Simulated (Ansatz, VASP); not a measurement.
## Ir: VASP beside Ansatz

```
CELL_PARAMETERS angstrom
0.00000 1.91970 1.91970
1.91970 0.00000 1.91970
1.91970 1.91970 0.00000
ATOMIC_POSITIONS crystal
Ir 0.00000 0.00000 0.00000
```

Alike in both runs: task relaxation of cell and atoms; functional PBE; dispersion D3(BJ); k mesh 18 × 18 × 18; occupations gaussian, width 0.1 eV; no spin polarisation.

```csv
,VASP,Ansatz
version,VASP 6.6.1,Ansatz 0.2.0
potentials or method,"VASP PAW PBE potentials, release 64 (Ir), cutoff 600 eV","scalar-relativistic, plane waves, PAW"
valence electrons in the cell,9,17
```

|  | VASP | Ansatz | Ansatz less VASP |
| --- | --- | --- | --- |
| gap on the k mesh at the Fermi level, each at its own relaxed structure (eV) | none | none | - |
| relaxed volume (Å³/atom) | 14.19 | 14.16 | -0.029 |
| relaxed cell length with the largest relative difference (Å) | 2.717 | 2.715 | -0.0019 |

A gap of «none» marks a metal or a gap that the smearing closes. VASP's potentials hold 9 valence electrons a cell and Ansatz's 17, so a difference there can come from the potentials and not from the codes.

Neither program's run includes spin-orbit coupling.
